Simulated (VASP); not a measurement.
# BN (P1) in VASP: further runs, part 2 of 2

VASP 6.6.1. Earlier steps stand in the parts before.

### Step 6. Single point, PBE (mode 4 frozen in at -0.034 Å and mode 5 at -0.085 Å (largest displacements))

INCAR

```
SYSTEM = BN
PREC = Accurate ; ENCUT = 520
EDIFF = 1E-6 ; ISMEAR = 0
SIGMA = 0.05 ; LREAL = .FALSE.
LASPH = .TRUE. ; NELM = 80
ALGO = Normal ; ISIF = 2
LWAVE = .FALSE. ; LCHARG = .FALSE.
GGA = PE ; NBANDS = 16
```

KPOINTS

```
Automatic mesh
0
G
  6 6 6
  0 0 0
```

POSCAR

```
BN
1.0
    0.0000000000     -1.8123937734     -1.8123937734
   -1.8123937734      0.0000000000     -1.8123937734
    1.8123937734      1.8123937734     -3.6247875468
B N
2 2
Direct
    0.0333555873      0.0029104570      0.0000000000
    0.4666444127      0.4970895430      0.5000000000
    0.4091349513      0.3779784607      0.8750000000
    0.8408650487      0.8720215393      0.3750000000
```

Potentials or basis: VASP PAW PBE potentials, release 64 (B, N).

Run with:

```
$ cat potpaw_PBE.64/B/POTCAR potpaw_PBE.64/N/POTCAR > POTCAR
$ mpirun -np 1 vasp_std > vasp.out
```

OUTCAR:

```text
SYSTEM = BN
   PREC = Accurate
   ENCUT = 520
   EDIFF = 1E-6
   ISMEAR = 0
   LREAL = .FALSE.
   LASPH = .TRUE.
   NELM = 80
   ISIF = 2
   GGA = PE

 ion  position               nearest neighbor table
   1  0.033  0.003  0.000-   3 1.57   3 1.57   3 1.57   4 1.58
   2  0.467  0.497  0.500-   4 1.57   4 1.57   4 1.57   3 1.58
   3  0.409  0.378  0.875-   1 1.57   1 1.57   1 1.57   2 1.58
   4  0.841  0.872  0.375-   2 1.57   2 1.57   2 1.57   1 1.58

  LATTYP: Found a trigonal (rhomboedric) cell.
 ALAT       =     4.4394399578
 COS(alpha) =     0.8333333333

  Lattice vectors:

 A1 = (   1.8123937734,   3.6247875468,  -1.8123937734)
 A2 = (   3.6247875468,   1.8123937734,  -1.8123937734)
 A3 = (   1.8123937734,   1.8123937734,  -3.6247875468)

Analysis of symmetry for initial positions (statically):
=====================================================================
 Subroutine PRICEL returns:
 Original cell was already a primitive cell.

 Routine SETGRP: Setting up the symmetry group for a
 trigonal (rhombohedral) supercell.

 Subroutine GETGRP returns: Found  1 space group operations
 (whereof  1 operations were pure point group operations)
 out of a pool of 12 trial point group operations.

The static configuration has the point symmetry C_1 .

Analysis of symmetry for dynamics (positions and initial velocities):
=====================================================================
 Subroutine PRICEL returns:
 Original cell was already a primitive cell.

 Routine SETGRP: Setting up the symmetry group for a
 trigonal (rhombohedral) supercell.

 Subroutine GETGRP returns: Found  1 space group operations
 (whereof  1 operations were pure point group operations)
 out of a pool of 12 trial point group operations.

The dynamic configuration has the point symmetry C_1 .

 Subroutine INISYM returns: Found  1 space group operations
 (whereof  1 operations are pure point group operations),
 and found     1 'primitive' translations

----------------------------------------------------------------------------------------

                                     Primitive cell

  volume of cell :      23.8132

  direct lattice vectors                    reciprocal lattice vectors
     0.000000000 -1.812393773 -1.812393773     0.137939119 -0.413817356 -0.137939119
    -1.812393773  0.000000000 -1.812393773    -0.413817356  0.137939119 -0.137939119
     1.812393773  1.812393773 -3.624787547     0.137939119  0.137939119 -0.137939119

  length of vectors
     2.563111855  2.563111855  4.439439958     0.457492301  0.457492301  0.238917562

  position of ions in fractional coordinates (direct lattice)
     0.033355587  0.002910457  0.000000000
     0.466644413  0.497089543  0.500000000
     0.409134951  0.377978461  0.875000000
     0.840865049  0.872021539  0.375000000

  ion indices of the primitive-cell ions
   primitive index   ion index
                 1           1
                 2           2
                 3           3
                 4           4

----------------------------------------------------------------------------------------

 KPOINTS: Automatic mesh

Automatic generation of k-mesh.
 Grid dimensions read from file:
 generate k-points for:    6    6    6

 Generating k-lattice:

  Cartesian coordinates                     Fractional coordinates (reciprocal lattice)
     0.022989853 -0.068969559 -0.022989853     0.166666667  0.000000000 -0.000000000
    -0.068969559  0.022989853 -0.022989853     0.000000000  0.166666667 -0.000000000
     0.022989853  0.022989853 -0.022989853     0.000000000  0.000000000  0.166666667

  Length of vectors
     0.076248717  0.076248717  0.039819594

  Shift w.r.t. Gamma in fractional coordinates (k-lattice)
     0.000000000  0.000000000  0.000000000

 Subroutine IBZKPT returns following result:
 ===========================================

 Found    112 irreducible k-points:

 Following reciprocal coordinates:
            Coordinates               Weight
  0.000000  0.000000  0.000000      1.000000
  0.166667  0.000000  0.000000      2.000000
  0.000000  0.166667  0.000000      2.000000
 -0.166667 -0.166667 -0.166667      2.000000
  0.333333  0.000000 -0.000000      2.000000
  0.000000  0.333333 -0.000000      2.000000
[... 16 lines left out ...]
 -0.166667  0.500000 -0.000000      2.000000
 -0.333333  0.500000  0.500000      2.000000
 [... further k-points ...]
   k-points           NKPTS =    112   k-points in BZ     NKDIM =    112   number of bands    NBANDS=     16
   number of dos      NEDOS =    301   number of ions     NIONS =      4
   total plane-waves  NPLWV =  14400
   dimension x,y,z NGX =    20 NGY =   20 NGZ =   36
   dimension x,y,z NGXF=    40 NGYF=   40 NGZF=   72
   ions per type =               2   2
   NGX,Y,Z   is equivalent  to a cutoff of  12.97, 12.97, 13.48 a.u.
   NGXF,Y,Z  is equivalent  to a cutoff of  25.94, 25.94, 26.96 a.u.
 SYSTEM =  BN
   PREC   = accura    normal or accurate (medium, high low for compatibility)
   ISTART =      0    job   : 0-new  1-cont  2-samecut
   ICHARG =      2    charge: 1-file 2-atom 10-const
   ISPIN  =      1    spin polarized calculation?
   LNONCOLLINEAR =      F non collinear calculations
   LSORBIT =      F    spin-orbit coupling
   LASPH  =      T    aspherical Exc in radial PAW
   ENCUT  =  520.0 eV  38.22 Ry    6.18 a.u.   4.77  4.77  8.25*2*pi/ulx,y,z
   NELM   =     80;   NELMIN=  2; NELMDL= -5     # of ELM steps
   EDIFF  = 0.1E-05   stopping-criterion for ELM
   LREAL  =      F    real-space projection
   EDIFFG = 0.1E-04   stopping-criterion for IOM
   NSW    =      0    number of steps for IOM
   IBRION =     -1    ionic relax: 0-MD 1-quasi-New 2-CG
   NFREE  =      0    steps in history (QN), initial steepest desc. (CG)
   ISIF   =      2    stress and relaxation
   ISYM   =      2    0-nonsym 1-usesym 2-fastsym
   POTIM  = 0.5000    time-step for ionic-motion
   TEBEG  =    0.0;   TEEND  =   0.0 temperature during run
   PSTRESS=    0.0 pullay stress
   NELECT =      16.0000    total number of electrons
   NUPDOWN=      -1.0000    fix difference up-down
   EMIN   =  10.00;   EMAX   =-10.00  energy-range for DOS
   EFERMI =   0.00;   METHOD = LEGACY
   ISMEAR =     0;   SIGMA  =   0.05  broadening in eV -4-tet -1-fermi 0-gaus
   EFERMI_NEDOS =   21; number of points for ismear=-14 and -15
   IALGO  =     38    algorithm
   IMIX   =      4    mixing-type and parameters
     AMIX     =   0.40;   BMIX     =  1.00
     AMIX_MAG =   1.60;   BMIX_MAG =  1.00
  volume/ion in A,a.u.               =       5.95        40.17
  Fermi-wavevector in a.u.,A,eV,Ry     =   1.433867  2.709616 27.973240  2.055975
  Thomas-Fermi vector in A             =   2.553338
   LORBIT       =      0    0 simple, 1 ext, 2 COOP (PROOUT), +10 PAW based schemes
   GGA     = PE    functional components
   LHFCALC =     F    Hartree Fock is set to
   AEXX    =    0.0000 exact exchange contribution
   IVDW    =     0    specifies the selected vdW correction
   LEPSILON=     F    determine dielectric tensor
   LRPA    =     F    only Hartree local field effects (RPA)
 non-spin polarized calculation
 Gauss-broadening in eV      SIGMA  =   0.05
  energy-cutoff  :      520.00
  volume of cell :       23.81
 maximum number of plane-waves:       663
   NGX =  9   NGY =  9   NGZ = 17

 number of electron      16.0000002 magnetization

 Free energy of the ion-electron system (eV)
  ---------------------------------------------------
  ext. energy  EPLUGINS =         0.00000000
  ---------------------------------------------------
  free energy    TOTEN  =       -34.72366800 eV

  energy without entropy =      -34.72366800  energy(sigma->0) =      -34.72366800

 E-fermi :   7.7049     XC(G=0): -12.7914

 val. band max:        7.4164542304   @ k =   0.0000   0.0000   0.0000
 cond. band min:      11.7186555858   @ k =   0.5000   0.5000   0.0000
 fundamental gap:      4.3022013554
 Fermi energy:         7.7049486078

 k-point     1 :       0.0000    0.0000    0.0000
  band No.  band energies     occupation
      1     -12.8262      2.00000
      2      -8.6341      2.00000
      3      -3.2824      2.00000
      4       5.4201      2.00000
      5       5.4483      2.00000
      6       7.2092      2.00000
[... 8 lines left out ...]
     15      18.2476      0.00000
     16      22.5933      0.00000
[... 419 lines left out ...]
 k-point    24 :      -0.3333    0.5000    0.5000
  band No.  band energies     occupation
      1      -8.8656      2.00000
      2      -7.4436      2.00000
      3      -1.6314      2.00000
      4      -0.1424      2.00000
      5       1.2753      2.00000
      6       1.9752      2.00000
[... 8 lines left out ...]
     15      22.6361      0.00000
     16      23.6115      0.00000

 [... further k-points ...]
[... 5 lines left out ...]
  --------------------------------------------------------------------------------------
  -------------------------------------------------------------------------------------
  Total        0.2749240     -0.1120253     -0.1824300      0.0475526     -0.1319913     -0.0608409
  in kB       18.4971801     -7.5371792    -12.2740852      3.1993907     -8.8805171     -4.0934443
  external PRESSURE =      -0.4380281 kB  Pullay stress =       0.0000000 kB

 VOLUME and BASIS-vectors are now :
 -----------------------------------------------------------------------------
  energy-cutoff  :      520.00
  volume of cell :       23.81
      direct lattice vectors                 reciprocal lattice vectors
     0.000000000 -1.812393773 -1.812393773     0.137939119 -0.413817356 -0.137939119
    -1.812393773  0.000000000 -1.812393773    -0.413817356  0.137939119 -0.137939119
     1.812393773  1.812393773 -3.624787547     0.137939119  0.137939119 -0.137939119

 POSITION                                       TOTAL-FORCE (eV/Angst)
 -----------------------------------------------------------------------------------
     -0.00527     -0.06045     -0.06573         0.061753      0.550641      0.605815
      0.00527      0.06045     -3.55906        -0.035219     -0.555134     -0.595421
      0.90080      0.84433     -4.59825         0.052737      0.749625      0.805560
     -0.90080     -0.84433     -4.46372        -0.079271     -0.745132     -0.815954
 -----------------------------------------------------------------------------------
    total drift:                               -0.000039     -0.000005      0.000049

  FREE ENERGIE OF THE ION-ELECTRON SYSTEM (eV)
  ---------------------------------------------------
  free  energy   TOTEN  =       -34.7236680038 eV

  energy  without entropy=      -34.7236680038  energy(sigma->0) =      -34.72366800
```

stdout:

```text
POSCAR found type information on POSCAR B N
 POSCAR found :  2 types and       4 ions
 scaLAPACK will be used
 LDA part: xc-table for (Slater+PW92), standard interpolation
 POSCAR, INCAR and KPOINTS ok, starting setup
 FFT: planning ... GRIDC
 FFT: planning ... GRID_SOFT
 FFT: planning ... GRID
 WAVECAR not read
 entering main loop
```

Wall time 83 s (1 thread of AMD EPYC 7R13, shared host); peak memory 0.13 GiB.

Results:

```yaml
Free_energy: -34.7237 eV
Pressure: 0.0 GPa
Largest_force: 1.108 eV/Å
Band_gap_on_the_k_mesh: 4.30 eV, indirect (least direct gap 6.25 eV)
```

Forces on the atoms (eV/Å):
```
B    0.062  0.551  0.606
B   -0.035 -0.555 -0.595
N    0.053  0.750  0.806
N   -0.079 -0.745 -0.816
```

Levels at points of the mesh, in eV from the valence-band top:
```
           k point  band 5  band 6  band 7  band 8  band 9  band 10  band 11  band 12
(0.00, 0.00, 0.00)   -1.97   -0.21   -0.14    0.00    8.44     8.63     8.73     9.78
(0.50, 0.00, 0.00)   -5.40   -4.87   -3.71   -3.68    7.18     7.48    11.81    13.32
(0.00, 0.50, 0.00)   -5.26   -5.22   -3.64   -3.64    7.36     7.38    12.31    12.45
(0.50, 0.50, 0.50)   -5.41   -4.83   -3.73   -3.69    7.15     7.49    11.79    13.31
(0.50, 0.50, 0.00)   -4.95   -4.91   -2.07   -1.95    4.30     8.85     9.82    10.51
(0.00, 0.50, 0.50)   -4.97   -4.88   -2.17   -1.91    4.36     9.22     9.73    10.50
(0.50, 0.00, 0.50)   -4.94   -4.92   -2.08   -1.94    4.31     8.90     9.81    10.48
(0.00, 0.00, 0.50)   -1.38   -1.38   -1.04   -1.04    8.90     8.96     9.93    10.06
```

Caveat: the k points lie up to 0.48 Å⁻¹ apart; the cell differs from its parent crystal (mode 4 frozen in at -0.034 Å and mode 5 at -0.085 Å (largest displacements)); forces of over 1 eV/Å act on the atoms, so gaps and moduli don't describe the material at rest. A k mesh can miss the band edges.
